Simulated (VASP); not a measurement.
Runs of VASP 6.6.1 on KCl (Sylvite). The structure is that of space group Fm-3m (No. 225), or close to it. The cells are those of the table. 

```csv
task,level,cell,cutoff (eV),gap on the mesh (eV),pressure (GPa),relaxed volume (Å³/atom)
relaxation of cell and atoms,PBE+D3(BJ),"relaxed from a = 4.450 Å, angles 60.0°, 2 atoms",600,5.22,0.0,30.86
relaxation of cell and atoms,PBEsol,"relaxed from a = 4.450 Å, angles 60.0°, 2 atoms",600,5.08,0.0,(b)
single point,PBE+D3(BJ),"a = 4.430 Å, angles 60.0°, 2 atoms",520,(a),0.0,-
single point,PBEsol,"a = 4.414 Å, angles 60.0°, 2 atoms",520,5.10,0.1,-
```

Alike in all rows: potentials or basis VASP PAW PBE potentials, release 64 (K_sv, Cl); no spin polarisation; k mesh 4 × 4 × 4; smearing gaussian 0.01 eV.

Task: Estimate the missing entries.

Result: (a) 5.23; (b) 30.57.

Caveats: all runs use coarse meshes; the PAW data sets were made with another functional, which shifts forces and pressure a little (some runs).

